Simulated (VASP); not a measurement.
Here is a VASP 6.6.1 calculation.

Contents of INCAR:

```
SYSTEM = Mg3GeSe
PREC = Accurate ; ENCUT = 520
EDIFF = 1E-8 ; ISMEAR = -1
SIGMA = 0.15 ; LREAL = .False.
LASPH = .True. ; NELM = 60
ALGO = Normal ; ISIF = 2
LWAVE = .False. ; LCHARG = .True.
GGA = PE ; IBRION = 8
NSW = 1
```

The input KPOINTS:

```
regular mesh
0
Gamma
  8 8 8
  0 0 0
```

POSCAR

```
Mg3GeSe
1.0
    4.9248000000      0.0000000000      0.0000000000
    0.0000000000      4.9248000000      0.0000000000
    0.0000000000      0.0000000000      4.9248000000
Ge Se Mg
1 1 3
Direct
    0.0000000000      0.0000000000      0.0000000000
    0.5000000000      0.5000000000      0.5000000000
    0.5000000000      0.5000000000      0.0000000000
    0.5000000000      0.0000000000      0.5000000000
    0.0000000000      0.5000000000      0.5000000000
```

Potentials or basis: VASP PAW PBE potentials, release 64 (Ge_d, Se, Mg).

Run with:

```sh
$ cat potpaw_PBE.64/Ge_d/POTCAR potpaw_PBE.64/Se/POTCAR potpaw_PBE.64/Mg/POTCAR > POTCAR
$ mpirun -np 1 vasp_std > vasp.out
```

(1) What does it give for the highest phonon frequency at Γ, LO-TO splitting left out?

(2) Predict the most unstable mode.

## Answers

(1) 424 cm⁻¹.

(2) 171i cm⁻¹.

Caveat: the cell stands under pressure or tension, which shifts response properties; some modes are imaginary.
